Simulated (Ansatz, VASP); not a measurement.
CaS: VASP beside Ansatz

```
Ca S
1.0
     0.00000    2.85984    2.85984
     2.85984    0.00000    2.85984
     2.85984    2.85984    0.00000
Ca S
1 1
Direct
  0.00000 0.00000 0.00000
  0.50000 0.50000 0.50000
```

Change from the starting cell: species swapped into the DySb type (Fm-3m, No. 225).

Alike in both runs: functional PBE; k mesh 4 × 4 × 4; occupations gaussian, width 0.15 eV; no spin polarisation.

Ansatz relaxed the structure, and its values are those at the end. VASP's run is a single point on that final structure, the one shown.

|  | VASP | Ansatz |
| --- | --- | --- |
| version | VASP 6.6.1 | Ansatz 0.2.0 |
| potentials or method | VASP PAW PBE potentials, release 64 (Ca_sv, S), cutoff 500 eV | scalar-relativistic, plane waves, PAW |
| valence electrons in the cell | 16 | 16 |

Ansatz gave:

* gap on the k mesh at the Fermi level (eV): 2.38
* least direct gap on the mesh (eV): 3.18
* pressure (GPa): -0.1

Q: Which values does VASP return?

A: gap on the k mesh at the Fermi level (eV): 2.38; least direct gap on the mesh (eV): 3.18; pressure (GPa): 0.0.

The k mesh is coarse, so the values compare programs but aren't converged.
